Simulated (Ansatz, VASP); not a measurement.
Au: VASP beside Ansatz

```
Au
1.0
     2.81549    0.00000    0.00000
    -0.01296    2.82018    0.00000
    -1.13789   -1.18541    5.12097
Au
2
Direct
  0.67286 0.66596 0.27405
  0.32714 0.33404 0.72594
```

Alike in both runs: functional PBEsol; k mesh 8 × 8 × 5; occupations fermi-dirac, width 0.05 eV; no spin polarisation.

```csv
,VASP,Ansatz
version,VASP 6.6.1,Ansatz 0.2.0
potentials or method,"VASP PAW PBE potentials, release 64 (Au)",Ansatz PAW
plane-wave cutoff (eV),520,420
valence electrons in the cell,22,38
task,single point,band structure
```

```csv
,VASP,Ansatz,Ansatz less VASP
gap on the k mesh at the Fermi level (eV),none,none,-
pressure (GPa),-11.6,-11.4,+0.14
"traceless stress, the component that is largest in VASP (GPa)",-1.09,-1.11,-0.021
rms of the force components (eV/Å),0.037,0.035,-0.0019
```

VASP's potentials were made for PBE, not for PBEsol. Atom by atom the forces differ by 0.002 eV/Å (rms over components). A gap of «none» marks a metal or a gap that the smearing closes. VASP's potentials hold 22 valence electrons a cell and Ansatz's 38, so a difference there can come from the potentials and not from the codes.

Spin-orbit coupling is off throughout.
